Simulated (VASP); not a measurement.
## TiC: single point with PBE

The system is TiC.

```
Ti C
1.0
     0.00000    2.15278    2.15278
     2.15278    0.00000    2.15278
     2.15278    2.15278    0.00000
Ti C
1 1
Direct
  0.00000 0.00000 0.00000
  0.50000 0.50000 0.50000
```

```json
{
 "Program": "VASP 6.6.1",
 "Task": "single point",
 "Functional": "PBE",
 "Potentials or basis": "VASP PAW PBE potentials, release 64 (Ti_sv, C)",
 "Cutoff": "520 eV",
 "k mesh": "11 × 11 × 11",
 "Occupations": "fermi-dirac, width 0.05 eV",
 "Spin": "no spin polarisation",
 "Dipole correction": "no",
 "Further INCAR settings": "ALGO = Normal; EDIFF = 1e-07; NBANDS = 15"
}
```

| Quantity | Value |
| --- | --- |
| Pressure | 5.2 GPa |
| Band gap on the k mesh | zero (band 8 reaches 10.32 eV, above the bottom of band 9 at 9.21 eV) |

Levels at points of the mesh, in eV from the Fermi level:
| k point | band 6 | band 7 | band 8 | band 9 | band 10 | band 11 |
| --- | --- | --- | --- | --- | --- | --- |
| (0.00, 0.00, 0.00) | 0.63 | 0.63 | 0.63 | 1.64 | 1.64 | 1.64 |

It took 18 s on 1 thread of AMD EPYC 7R43 64-Core Processor (Zen 3) (shared host), peak memory 0.11 GiB.
